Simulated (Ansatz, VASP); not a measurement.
BN: VASP beside Ansatz

POSCAR

```
BN
1.0
    2.6917910821      0.0000000000      0.0000000000
   -1.3458955411      2.3311594588      0.0000000000
    0.0000000000      0.0000000000      6.6612000000
B N
2 2
Direct
    0.3333333333      0.6666666667      0.2500000000
    0.6666666667      0.3333333333      0.7500000000
    0.3333333333      0.6666666667      0.7500000000
    0.6666666667      0.3333333333      0.2500000000
```

File INCAR.step1:

```
PREC = Accurate
ENCUT = 520
ISMEAR = 0
SIGMA = 0.05
LREAL = F
LASPH = T
NELM = 60
NBANDS = 16
GGA = PE
ALGO = Normal
EDIFF = 1E-4
LWAVE = T
LCHARG = F
```

File INCAR.step2:

```
PREC = Accurate
ENCUT = 520
EDIFF = 1E-6
ISMEAR = 0
SIGMA = 0.05
LREAL = F
LASPH = T
NELM = 60
ALGO = Normal
ISIF = 2
LWAVE = F
LCHARG = F
METAGGA = R2SCAN
LMIXTAU = T
NBANDS = 16
ISTART = 1
```

Contents of KPOINTS:

```
regular mesh
0
Gamma
  12 12 4
```

Input for Ansatz:

```yaml
crystal:
  lattice:
    - [2.6917910821, 0.0, 0.0]
    - [-1.3458955411, 2.3311594588, 0.0]
    - [0.0, 0.0, 6.6612]
  atoms:
    - { symbol: B, position: [0.3333333333, 0.6666666667, 0.25] }
    - { symbol: B, position: [0.6666666667, 0.3333333333, 0.75] }
    - { symbol: "N", position: [0.3333333333, 0.6666666667, 0.75] }
    - { symbol: "N", position: [0.6666666667, 0.3333333333, 0.25] }
basis:
  ecutwfc: 500
kpoints:
  mp_grid: { grid: [12, 12, 4] }
hamiltonian:
  xc: r2scan
scf:
  occupations: { method: gaussian, width: 0.05 }
output:
  forces: true
  stress: true
  eigenvalues: true
```

Change from the starting cell: strain +0.0750 x Voigt [1, 1, 0, 0, 0, 0], atoms carried along.

Alike in both runs: task single point; functional r2SCAN; k mesh 12 × 12 × 4; occupations gaussian, width 0.05 eV; no spin polarisation.

```csv
,VASP,Ansatz
version,VASP 6.6.1,Ansatz 0.2.0
potentials or method,"VASP PAW PBE potentials, release 64 (B, N), cutoff 520 eV","scalar-relativistic, plane waves, PAW"
valence electrons in the cell,16,16
```

Ansatz gave:

| Property | Result |
| --- | --- |
| gap on the k mesh at the Fermi level (eV) | 4.41 |
| least direct gap on the mesh (eV) | 4.68 |
| pressure (GPa) | -39.0 |
| traceless stress, the component that is largest in VASP (GPa) | 39.46 |

Q: Estimate VASP's values.

A: gap on the k mesh at the Fermi level (eV): 4.43; least direct gap on the mesh (eV): 4.71; pressure (GPa): -38.8; traceless stress, the component that is largest in VASP (GPa): 39.04.

VASP's potentials were made for PBE, not for r2SCAN. Both programs put the cell under strong tension, so it lies far from rest at this level. The functional is the same, so the differences come from potentials, cutoffs and numerics.

Noted on VASP's run: the cell as given lies far from equilibrium.
